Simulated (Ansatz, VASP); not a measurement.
KF in VASP and in Ansatz

```
K F
1.0
     0.00000    2.67350    2.67350
     2.67350    0.00000    2.67350
     2.67350    2.67350    0.00000
K F
1 1
Direct
  0.00000 0.00000 0.00000
  0.48831 0.51169 0.51169
```

Change from the starting cell: all F atoms moved +0.062 Å, as atom 2 along Cartesian [1 0 0].

Alike in both runs: task single point; functional r2SCAN; k mesh 8 × 8 × 8; occupations gaussian, width 0.05 eV; no spin polarisation.

|  | VASP | Ansatz |
| --- | --- | --- |
| version | VASP 6.6.1 | Ansatz 0.2.0 |
| potentials or method | VASP PAW PBE potentials, release 64 (K_sv, F), cutoff 520 eV | scalar-relativistic, plane waves, PAW |
| valence electrons in the cell | 16 | 16 |

VASP gave:

- gap on the k mesh at the Fermi level (eV): 6.82
- least direct gap on the mesh (eV): 6.82
- pressure (GPa): -0.5
- traceless stress, the component that is largest in VASP (GPa): 0.15
- rms of the force components (eV/Å): 0.062

Question: What did Ansatz give for the same quantities?

Answer: gap on the k mesh at the Fermi level (eV): 6.82; least direct gap on the mesh (eV): 6.82; pressure (GPa): -0.5; traceless stress, the component that is largest in VASP (GPa): 0.14; rms of the force components (eV/Å): 0.060.

VASP's potentials were made for PBE, not for r2SCAN. Atom by atom the forces differ by 0.002 eV/Å (rms over components).
